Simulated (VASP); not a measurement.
Runs of VASP 6.6.1 on SmAuSe3. The structure is that of space group Pm-3m (No. 221), or close to it. The cells are those of the table. The cell was built from a structure type or drawn by symmetry, and may not be a known phase.

```tsv
task	spin	cell	k mesh	gap on the mesh (eV)	pressure (GPa)	relaxed volume (Å³/atom)
single point	off	a = 5.057 Å, 5 atoms	4 × 4 × 4	none	0.2	-
relaxation of cell and atoms	off	relaxed from a = 4.814 Å, 5 atoms	4 × 4 × 4	none	-0.2	(a)
relaxation of cell and atoms	off	relaxed from a = 5.057 Å, 5 atoms	8 × 8 × 8	none	0.0	25.82
single point	collinear	a = 4.814 Å, 5 atoms	4 × 4 × 4	none	15.1	-
single point	off	a = 5.053 Å, 5 atoms	8 × 8 × 8	none	0.0	-
```

Alike in all rows: level PBE; potentials or basis VASP PAW PBE potentials, release 64 (Sm_3, Se, Au), 4f in core; cutoff (eV) 500; smearing gaussian 0.1 eV.

Q: Estimate the missing entries.

A: (a) 25.98.

Caveats: spin-orbit coupling is left out, which moves the levels of the heavy elements; the 4f electrons are frozen in the core, so they carry no moment and show no levels; the volume moved by over 15 % at a fixed basis, so the end points are rough (at least some runs); the magnetic or orbital state may not be the lowest (at least some runs); the cell stands under pressure (at least some runs).

A k mesh can miss the band edges, and the runs leave out spin-orbit coupling on Au, Se, Sm.

A gap of «none» marks levels without a gap at the run's occupations.
